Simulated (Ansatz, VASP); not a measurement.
# Two plane-wave programs on Bi

```
CELL_PARAMETERS angstrom
-2.00750 2.00750 2.00750
2.00750 -2.00750 2.00750
2.00750 2.00750 -2.00750
ATOMIC_POSITIONS crystal
Bi 0.00000 0.00000 0.00000
```

Alike in both runs: task single point; functional BHLYP; k mesh 5 × 5 × 5; occupations fermi-dirac, width 0.05 eV; no spin polarisation.

|  | VASP | Ansatz |
| --- | --- | --- |
| version | VASP 6.6.1 | Ansatz 0.2.0 |
| potentials or method | VASP PAW PBE potentials, release 64 (Bi_d) | Ansatz PAW |
| plane-wave cutoff (eV) | 520 | 420 |
| valence electrons in the cell | 15 | 15 |

```csv
,VASP,Ansatz,Ansatz less VASP
gap on the k mesh at the Fermi level (eV),none,none,-
pressure (GPa),-1.0,-0.8,+0.13
```

VASP's potentials were made for PBE, not for BHLYP. A gap of «none» marks a metal or a gap that the smearing closes.

The k mesh is coarse, so the values compare programs but aren't converged. Neither program's run includes spin-orbit coupling.
